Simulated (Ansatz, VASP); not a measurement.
MgO: VASP beside Ansatz

```
Mg O
1.0
     3.30347    0.00000    0.00000
    -1.65173    2.86089    0.00000
     0.00000    0.00000    5.01939
Mg O
2 2
Direct
  0.28806 0.64150 0.00366
  0.71194 0.35850 0.50366
  0.37534 0.69001 0.40094
  0.62466 0.30999 0.90094
```

Change from the starting cell: mode 4 frozen in at -0.108 Å and mode 5 at -0.072 Å (largest displacements).

Alike in both runs: task single point; functional PBEsol; k mesh 9 × 9 × 6; occupations gaussian, width 0.05 eV; no spin polarisation.

|  | VASP | Ansatz |
| --- | --- | --- |
| version | VASP 6.6.1 | Ansatz 0.2.0 |
| potentials or method | VASP PAW PBE potentials, release 64 (Mg, O), cutoff 520 eV | scalar-relativistic, plane waves, PAW |
| valence electrons in the cell | 16 | 32 |

```tsv
	VASP	Ansatz	Ansatz less VASP
gap on the k mesh at the Fermi level (eV)	3.24	3.25	+0.005
least direct gap on the mesh (eV)	3.24	3.25	+0.005
pressure (GPa)	-0.6	-0.3	+0.30
traceless stress, the component that is largest in VASP (GPa)	0.58	0.55	-0.028
rms of the force components (eV/Å)	0.224	0.222	-0.0025
```

VASP's potentials were made for PBE, not for PBEsol, and Ansatz warns of the same on its side. Atom by atom the forces differ by 0.003 eV/Å (rms over components). VASP's potentials hold 16 valence electrons a cell and Ansatz's 32, so a difference there can come from the potentials and not from the codes.
